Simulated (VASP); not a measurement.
# GaN (Pmc2_1) in VASP: notebook

The runs below take GaN through single point, with LDA.

Everything below comes from runs of VASP 6.6.1. Logs are shortened: lines on timing, memory, paths and dates and some standing lists are left out, and cuts for length are marked.

### Step 1. The cell of the first run

The structure is orthorhombic, space group Pmc2_1 (No. 26). Conventional cell: a = 3.152 Å, b = 5.459 Å, c = 5.138 Å, α = 90.00°, β = 90.00°, γ = 90.00°. Within 2.5 Å of Ga (site symmetry m) lie 4 N at 1.87 to 2.05 Å. Ga (site symmetry m) has 4 N at 1.85 to 1.99 Å within 2.5 Å. N (site symmetry m) has 4 Ga at 1.93 to 2.05 Å within 2.6 Å. N (site symmetry m) has 4 Ga at 1.85 to 1.99 Å within 2.5 Å.

### Step 2. Single point, LDA (mode 11 frozen in at -0.061 Å and mode 13 at +0.073 Å (largest displacements))

INCAR

```
SYSTEM = GaN
PREC     = Accurate       ! precision mode
ENCUT    = 520            ! plane-wave cutoff, eV
EDIFF    = 1E-7           ! SCF threshold, eV
ISMEAR   = 0              ! smearing method
SIGMA    = 0.05           ! smearing width, eV
LREAL    = .False.        ! projectors in reciprocal space
LASPH    = .True.         ! aspherical terms in the spheres
NELM     = 80             ! most SCF steps
ALGO     = Normal         ! electronic algorithm
ISIF     = 2              ! what is computed and relaxed
LWAVE    = .False.        ! write WAVECAR
LCHARG   = .False.        ! write CHGCAR
NBANDS   = 46             ! bands
```

KPOINTS

```
Automatic mesh
0
Gamma
  8 6 6
  0 0 0
```

POSCAR

```
GaN
1.0
   -3.1515767111      0.0000000000      0.0000000000
    0.0000000000      0.0000000000     -5.1382481593
    0.0000000000     -5.4586909876      0.0000000000
Ga N
4 4
Direct
    0.5000000000      0.0076774528      0.1771019774
    0.0000000000     -0.0005822892      0.6562264043
    0.0000000000      0.4994177108      0.3437735957
    0.5000000000      0.5076774528      0.8228980226
    0.5000000000      0.6082140411      0.1681615346
    0.0000000000      0.6120469656      0.6651413466
    0.0000000000      0.1120469656      0.3348586534
    0.5000000000      0.1082140411      0.8318384654
```

Potentials or basis: VASP PAW LDA potentials, release 64 (Ga_d, N).

Launch:

```
cat potpaw_LDA.64/Ga_d/POTCAR potpaw_LDA.64/N/POTCAR > POTCAR
mpirun -np 1 vasp_std > vasp.out
```

OUTCAR:

```text
SYSTEM = GaN
   PREC = Accurate
   ENCUT = 520
   EDIFF = 1E-7
   ISMEAR = 0
   LREAL = .False.
   LASPH = .True.
   NELM = 80
   ISIF = 2

 ion  position               nearest neighbor table
   1  0.500  0.008  0.177-   7 1.87   7 1.87   8 1.95   5 2.05
   2  0.000  0.999  0.656-   7 1.85   8 1.93   8 1.93   6 1.99
   3  0.000  0.499  0.344-   6 1.85   5 1.93   5 1.93   7 1.99
   4  0.500  0.508  0.823-   6 1.87   6 1.87   5 1.95   8 2.05
   5  0.500  0.608  0.168-   3 1.93   3 1.93   4 1.95   1 2.05
   6  0.000  0.612  0.665-   3 1.85   4 1.87   4 1.87   2 1.99
   7  0.000  0.112  0.335-   2 1.85   1 1.87   1 1.87   3 1.99
   8  0.500  0.108  0.832-   2 1.93   2 1.93   1 1.95   4 2.05

  LATTYP: Found a simple orthorhombic cell.
 ALAT       =     3.1515767111
 B/A-ratio  =     1.6303738193
 C/A-ratio  =     1.7320508076

  Lattice vectors:

 A1 = (  -3.1515767111,   0.0000000000,   0.0000000000)
 A2 = (   0.0000000000,   0.0000000000,  -5.1382481593)
 A3 = (   0.0000000000,  -5.4586909876,   0.0000000000)

Analysis of symmetry for initial positions (statically):
=====================================================================
 Subroutine PRICEL returns:
 Original cell was already a primitive cell.

 Routine SETGRP: Setting up the symmetry group for a
 simple orthorhombic supercell.

 Subroutine GETGRP returns: Found  4 space group operations
 (whereof  2 operations were pure point group operations)
 out of a pool of  8 trial point group operations.

The static configuration has the point symmetry C_1h.
 The point group associated with its full space group is C_2v.

Analysis of symmetry for dynamics (positions and initial velocities):
=====================================================================
 Subroutine PRICEL returns:
 Original cell was already a primitive cell.

 Routine SETGRP: Setting up the symmetry group for a
 simple orthorhombic supercell.

 Subroutine GETGRP returns: Found  4 space group operations
 (whereof  2 operations were pure point group operations)
 out of a pool of  8 trial point group operations.

The dynamic configuration has the point symmetry C_1h.
 The point group associated with its full space group is C_2v.

 Subroutine INISYM returns: Found  4 space group operations
 (whereof  2 operations are pure point group operations),
 and found     1 'primitive' translations

----------------------------------------------------------------------------------------

                                     Primitive cell

  volume of cell :      88.3958

  direct lattice vectors                    reciprocal lattice vectors
    -3.151576711  0.000000000  0.000000000    -0.317301494  0.000000000  0.000000000
     0.000000000  0.000000000 -5.138248159     0.000000000  0.000000000 -0.194618860
     0.000000000 -5.458690988  0.000000000     0.000000000 -0.183194103  0.000000000

  length of vectors
     3.151576711  5.138248159  5.458690988     0.317301494  0.194618860  0.183194103

  position of ions in fractional coordinates (direct lattice)
     0.500000000  0.007677453  0.177101977
     0.000000000  0.999417711  0.656226404
     0.000000000  0.499417711  0.343773596
     0.500000000  0.507677453  0.822898023
     0.500000000  0.608214041  0.168161535
     0.000000000  0.612046966  0.665141347
     0.000000000  0.112046966  0.334858653
     0.500000000  0.108214041  0.831838465

  ion indices of the primitive-cell ions
   primitive index   ion index
                 1           1
                 2           2
                 3           3
                 4           4
                 5           5
                 6           6
                 7           7
                 8           8

----------------------------------------------------------------------------------------

 KPOINTS: Automatic mesh

Automatic generation of k-mesh.
 Grid dimensions read from file:
 generate k-points for:    8    6    6

 Generating k-lattice:

  Cartesian coordinates                     Fractional coordinates (reciprocal lattice)
    -0.039662687  0.000000000  0.000000000     0.125000000  0.000000000  0.000000000
     0.000000000  0.000000000 -0.032436477     0.000000000  0.166666667  0.000000000
     0.000000000 -0.030532351  0.000000000     0.000000000  0.000000000  0.166666667

  Length of vectors
     0.039662687  0.032436477  0.030532351

  Shift w.r.t. Gamma in fractional coordinates (k-lattice)
     0.000000000  0.000000000  0.000000000

 Subroutine IBZKPT returns following result:
 ===========================================

 Found     80 irreducible k-points:

 Following reciprocal coordinates:
            Coordinates               Weight
  0.000000  0.000000  0.000000      1.000000
  0.125000  0.000000  0.000000      2.000000
  0.250000  0.000000  0.000000      2.000000
  0.375000  0.000000  0.000000      2.000000
  0.500000  0.000000  0.000000      1.000000
  0.000000  0.166667  0.000000      2.000000
[... 16 lines left out ...]
  0.250000  0.000000  0.166667      4.000000
  0.375000  0.000000  0.166667      4.000000
 [... further k-points ...]
   k-points           NKPTS =     80   k-points in BZ     NKDIM =     80   number of bands    NBANDS=     46
   number of dos      NEDOS =    301   number of ions     NIONS =      8
   total plane-waves  NPLWV =  40320
   dimension x,y,z NGX =    24 NGY =   40 NGZ =   42
   dimension x,y,z NGXF=    48 NGYF=   80 NGZF=   84
   ions per type =               4   4
   NGX,Y,Z   is equivalent  to a cutoff of  12.66, 12.94, 12.79 a.u.
   NGXF,Y,Z  is equivalent  to a cutoff of  25.32, 25.88, 25.58 a.u.
 SYSTEM =  GaN
   PREC   = accura    normal or accurate (medium, high low for compatibility)
   ISTART =      0    job   : 0-new  1-cont  2-samecut
   ICHARG =      2    charge: 1-file 2-atom 10-const
   ISPIN  =      1    spin polarized calculation?
   LNONCOLLINEAR =      F non collinear calculations
   LSORBIT =      F    spin-orbit coupling
   LASPH  =      T    aspherical Exc in radial PAW
   ENCUT  =  520.0 eV  38.22 Ry    6.18 a.u.   5.86  9.55 10.15*2*pi/ulx,y,z
   NELM   =     80;   NELMIN=  2; NELMDL= -5     # of ELM steps
   EDIFF  = 0.1E-06   stopping-criterion for ELM
   LREAL  =      F    real-space projection
   EDIFFG = 0.1E-05   stopping-criterion for IOM
   NSW    =      0    number of steps for IOM
   IBRION =     -1    ionic relax: 0-MD 1-quasi-New 2-CG
   NFREE  =      0    steps in history (QN), initial steepest desc. (CG)
   ISIF   =      2    stress and relaxation
   ISYM   =      2    0-nonsym 1-usesym 2-fastsym
   POTIM  = 0.5000    time-step for ionic-motion
   TEBEG  =    0.0;   TEEND  =   0.0 temperature during run
   PSTRESS=    0.0 pullay stress
   NELECT =      72.0000    total number of electrons
   NUPDOWN=      -1.0000    fix difference up-down
   EMIN   =  10.00;   EMAX   =-10.00  energy-range for DOS
   EFERMI =   0.00;   METHOD = LEGACY
   ISMEAR =     0;   SIGMA  =   0.05  broadening in eV -4-tet -1-fermi 0-gaus
   EFERMI_NEDOS =   21; number of points for ismear=-14 and -15
   IALGO  =     38    algorithm
   IMIX   =      4    mixing-type and parameters
     AMIX     =   0.40;   BMIX     =  1.00
     AMIX_MAG =   1.60;   BMIX_MAG =  1.00
  volume/ion in A,a.u.               =      11.05        74.57
  Fermi-wavevector in a.u.,A,eV,Ry     =   1.528886  2.889176 31.803525  2.337493
  Thomas-Fermi vector in A             =   2.636583
   LORBIT       =      0    0 simple, 1 ext, 2 COOP (PROOUT), +10 PAW based schemes
   GGA     = CA    functional components
   LHFCALC =     F    Hartree Fock is set to
   AEXX    =    0.0000 exact exchange contribution
   IVDW    =     0    specifies the selected vdW correction
   LEPSILON=     F    determine dielectric tensor
   LRPA    =     F    only Hartree local field effects (RPA)
 non-spin polarized calculation
 Gauss-broadening in eV      SIGMA  =   0.05
  energy-cutoff  :      520.00
  volume of cell :       88.40
 maximum number of plane-waves:      2408
 NGX is ok and might be reduce to    24
   NGX = 11   NGY = 19   NGZ = 21

 number of electron      71.9999967 magnetization

 Free energy of the ion-electron system (eV)
  ---------------------------------------------------
  ext. energy  EPLUGINS =         0.00000000
  ---------------------------------------------------
  free energy    TOTEN  =       -55.44712447 eV

  energy without entropy =      -55.44712447  energy(sigma->0) =      -55.44712447

 E-fermi :   5.8118     XC(G=0): -12.2953

 val. band max:        5.5594413434   @ k =   0.0000   0.0000   0.0000
 cond. band min:       7.5872079414   @ k =   0.0000   0.0000   0.0000
 fundamental gap:      2.0277665980
 Fermi energy:         5.8117935798

 k-point     1 :       0.0000    0.0000    0.0000
  band No.  band energies     occupation
      1     -10.8757      2.00000
      2     -10.1486      2.00000
      3      -9.4790      2.00000
      4      -9.4475      2.00000
      5      -8.2036      2.00000
      6      -8.1967      2.00000
[... 38 lines left out ...]
     45      15.3277      0.00000
     46      15.5020      0.00000

 k-point     2 :       0.1250    0.0000    0.0000
  band No.  band energies     occupation
      1     -10.7611      2.00000
      2     -10.1070      2.00000
      3      -9.4656      2.00000
      4      -9.4171      2.00000
      5      -8.1861      2.00000
      6      -8.1793      2.00000
[... 38 lines left out ...]
     45      15.4227      0.00000
     46      15.4389      0.00000

 k-point     3 :       0.2500    0.0000    0.0000
  band No.  band energies     occupation
      1     -10.4824      2.00000
      2     -10.0152      2.00000
      3      -9.4328      2.00000
      4      -9.3551      2.00000
      5      -8.1618      2.00000
      6      -8.1353      2.00000
[... 1018 lines left out ...]
     45      14.8110      0.00000
     46      15.3418      0.00000

 k-point    24 :       0.3750    0.0000    0.1667
  band No.  band energies     occupation
      1     -10.2091      2.00000
      2      -9.9381      2.00000
      3      -9.4037      2.00000
      4      -9.3087      2.00000
      5      -8.1481      2.00000
      6      -8.1074      2.00000
[... 38 lines left out ...]
     45      14.9022      0.00000
     46      15.2374      0.00000

 [... further k-points ...]

------------------------ aborting loop because EDIFF is reached ----------------------------------------

  FORCE on cell =-STRESS in cart. coord.  units (eV):
  Direction    XX          YY          ZZ          XY          YZ          ZX
  --------------------------------------------------------------------------------------
  -------------------------------------------------------------------------------------
  Total        3.1045728      3.2159534     -1.9114931      0.0000000      0.0000000      0.0000000
  in kB       56.2705245     58.2893025    -34.6459002      0.0000000      0.0000000      0.0000000
  external PRESSURE =      26.6379756 kB  Pullay stress =       0.0000000 kB

 VOLUME and BASIS-vectors are now :
 -----------------------------------------------------------------------------
  energy-cutoff  :      520.00
  volume of cell :       88.40
      direct lattice vectors                 reciprocal lattice vectors
    -3.151576711  0.000000000  0.000000000    -0.317301494  0.000000000  0.000000000
     0.000000000  0.000000000 -5.138248159     0.000000000  0.000000000 -0.194618860
     0.000000000 -5.458690988  0.000000000     0.000000000 -0.183194103  0.000000000

 POSITION                                       TOTAL-FORCE (eV/Angst)
 -----------------------------------------------------------------------------------
     -1.57579     -0.96674     -0.03945         0.000000      1.592099      1.298923
      0.00000     -3.58214     -5.13526         0.000000     -1.745037      0.502780
      0.00000     -1.87655     -2.56613         0.000000      1.745037      0.502780
     -1.57579     -4.49195     -2.60857         0.000000     -1.592099      1.298923
     -1.57579     -0.91794     -3.12515         0.000000      0.019763     -0.791743
      0.00000     -3.63080     -3.14485         0.000000     -0.213153     -1.009960
      0.00000     -1.82789     -0.57573         0.000000      0.213153     -1.009960
     -1.57579     -4.54075     -0.55603         0.000000     -0.019763     -0.791743
 -----------------------------------------------------------------------------------
    total drift:                               -0.000000      0.000001     -0.000274

  FREE ENERGIE OF THE ION-ELECTRON SYSTEM (eV)
  ---------------------------------------------------
  free  energy   TOTEN  =       -55.4471244722 eV

  energy  without entropy=      -55.4471244722  energy(sigma->0) =      -55.44712447
```

Run time: 3 min. Hardware: 1 thread of Intel Xeon 6975P-C (Granite Rapids), shared host; peak memory 0.34 GiB.

What came out:

* Free energy: -55.4471 eV
* Pressure: 2.7 GPa
* Largest force: 2.055 eV/Å
* Band gap on the k mesh: 2.03 eV

Forces in eV/Å, atoms in the order of the input:
```
Ga   0.000  1.592  1.299
Ga   0.000 -1.745  0.503
Ga   0.000  1.745  0.503
Ga   0.000 -1.592  1.299
N    0.000  0.020 -0.792
N    0.000 -0.213 -1.010
N    0.000  0.213 -1.010
N    0.000 -0.020 -0.792
```

Caveat: the cell differs from its parent crystal (mode 11 frozen in at -0.061 Å and mode 13 at +0.073 Å (largest displacements)); forces of over 1 eV/Å act on the atoms, so gaps and moduli don't describe the material at rest.

(Part 1 of 2 ends here.)
